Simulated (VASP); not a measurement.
## Al33N31 (a cell with a defect): single point with PBEsol

System: Al33N31 (a cell with a defect).

```
Al N
1.0
     8.75544    0.00000    0.00000
     0.00000    8.75544    0.00000
     0.00000    0.00000    8.75544
Al N
33 31
Direct
  0.00207 0.99691 0.00192
  0.99771 0.99602 0.49886
  0.00730 0.49868 0.00431
  0.00039 0.50131 0.49913
  0.50021 0.00891 0.00955
  0.49948 0.00596 0.49268
  0.50760 0.49858 0.99997
  0.47887 0.47993 0.46687
  0.55918 0.58452 0.68855
  0.25053 0.24937 0.99951
  0.24251 0.24351 0.49509
  0.25459 0.74990 0.99575
  0.25417 0.75005 0.49816
  0.75528 0.24336 0.00770
  0.75082 0.25271 0.49915
  0.75194 0.75001 0.99651
  0.73341 0.75175 0.51741
  0.24795 0.99710 0.24803
  0.24030 0.00915 0.74985
  0.24543 0.49867 0.24189
  0.25008 0.49873 0.74261
  0.75145 0.99594 0.25232
  0.75707 0.00553 0.75072
  0.75094 0.50117 0.25015
  0.78178 0.48040 0.76961
  0.99976 0.24773 0.25042
  0.00639 0.24753 0.75075
  0.99783 0.74863 0.25228
  0.00310 0.74945 0.74952
  0.49918 0.24750 0.24347
  0.50192 0.24686 0.74800
  0.50051 0.74936 0.24673
  0.49725 0.82148 0.75227
  0.12570 0.12470 0.12455
  0.11839 0.12410 0.62173
  0.12769 0.62782 0.12204
  0.12761 0.62631 0.62264
  0.62869 0.12403 0.13167
  0.62742 0.12484 0.62307
  0.62793 0.62597 0.12293
  0.37582 0.37630 0.12046
  0.36653 0.36236 0.62169
  0.37580 0.87513 0.12243
  0.35977 0.89907 0.61649
  0.87872 0.37583 0.12667
  0.88723 0.36789 0.62374
  0.87646 0.87332 0.12584
  0.87658 0.87473 0.62863
  0.37247 0.12700 0.36791
  0.37481 0.12447 0.87559
  0.36596 0.62566 0.35917
  0.39327 0.62726 0.85776
  0.87513 0.12356 0.37523
  0.88230 0.12658 0.87794
  0.86794 0.62653 0.38271
  0.88988 0.62544 0.88383
  0.12414 0.37593 0.37158
  0.12973 0.37635 0.87474
  0.12439 0.87343 0.37397
  0.12809 0.87480 0.87460
  0.62623 0.36758 0.36339
  0.62895 0.36195 0.88383
  0.62211 0.87416 0.37385
  0.63345 0.89781 0.89074
```

```
Program                : VASP 6.6.1
Task                   : single point
Functional             : PBEsol
Potentials or basis    : VASP PAW PBE potentials, release 64 (Al, N)
Cutoff                 : 520 eV
k mesh                 : 1 × 1 × 1, shifted
Occupations            : fermi-dirac, width 0.05 eV
Spin                   : no spin polarisation
Dipole correction      : no
Further INCAR settings : LREAL = Auto; ALGO = Normal; EDIFF = 1e-06; NBANDS = 165; ISYM = -1
```

The pressure is 4.8 GPa, the largest force is 0.046 eV/Å and the band gap on the k mesh is 1.06 eV.

Forces on the atoms (eV/Å):
```
Al   0.003 -0.004  0.001
Al  -0.004 -0.008 -0.002
Al   0.000 -0.010  0.000
Al   0.001 -0.003 -0.001
Al  -0.013 -0.003  0.000
Al   0.002  0.003 -0.004
Al  -0.007  0.000 -0.012
Al  -0.018 -0.016 -0.016
Al  -0.020 -0.029  0.030
Al   0.000 -0.001  0.000
Al  -0.001  0.002 -0.012
Al   0.013 -0.009 -0.011
Al   0.001  0.005  0.002
Al   0.002  0.001  0.000
Al   0.002  0.006  0.002
Al   0.001  0.003 -0.002
Al   0.018  0.003 -0.013
Al   0.003 -0.001 -0.001
Al   0.000  0.003  0.011
Al   0.002 -0.015 -0.004
Al   0.014  0.003  0.006
Al  -0.002 -0.003  0.003
Al   0.001  0.000 -0.003
Al   0.002  0.003  0.001
Al   0.015 -0.017  0.015
Al   0.000 -0.006  0.002
Al   0.000  0.001  0.009
Al  -0.001 -0.005  0.002
Al  -0.001  0.003 -0.002
Al  -0.011  0.007  0.001
Al   0.001  0.011  0.004
Al   0.001  0.007 -0.002
Al  -0.003  0.020  0.002
N    0.001  0.003 -0.001
N    0.000 -0.002  0.000
N   -0.005  0.001  0.007
N   -0.001  0.004 -0.001
N    0.003 -0.001 -0.002
N    0.001 -0.002  0.000
N    0.001  0.005  0.000
N   -0.003  0.000  0.007
N    0.009  0.006  0.001
N    0.004  0.006  0.004
N   -0.007 -0.009 -0.011
N    0.000  0.004 -0.004
N   -0.002  0.000 -0.007
N    0.000  0.004 -0.001
N    0.001 -0.001  0.004
N    0.000  0.004  0.001
N   -0.002 -0.002  0.002
N    0.006  0.011  0.009
N   -0.008  0.002  0.005
N    0.002 -0.002 -0.002
N    0.000  0.003 -0.001
N    0.002 -0.003 -0.002
N   -0.009  0.010 -0.005
N    0.003  0.004 -0.001
N   -0.007  0.000  0.001
N    0.001  0.002  0.002
N   -0.004  0.006 -0.003
N    0.007  0.002  0.002
N   -0.002  0.006 -0.009
N   -0.005  0.000 -0.002
N    0.013 -0.009  0.004
```

Stress tensor (GPa, compression positive):
```
 4.35 -1.43  3.31
-1.43  5.68  0.73
 3.31  0.73  4.36
```

Levels at points of the mesh, in eV from the valence-band top:
```csv
k point,band 123,band 124,band 125,band 126,band 127,band 128,band 129,band 130,band 131,band 132
"(0.25, 0.25, 0.25)",-2.85,-2.80,-2.72,-0.20,0.00,1.06,1.15,1.32,1.54,2.30
```

Wall time 5.3 min on 1 thread of Intel(R) Xeon(R) Platinum 8488C (Sapphire Rapids) (shared host), peak memory 0.7 GiB.

Caveat: the PAW data sets were made with another functional, which shifts forces and pressure a little.
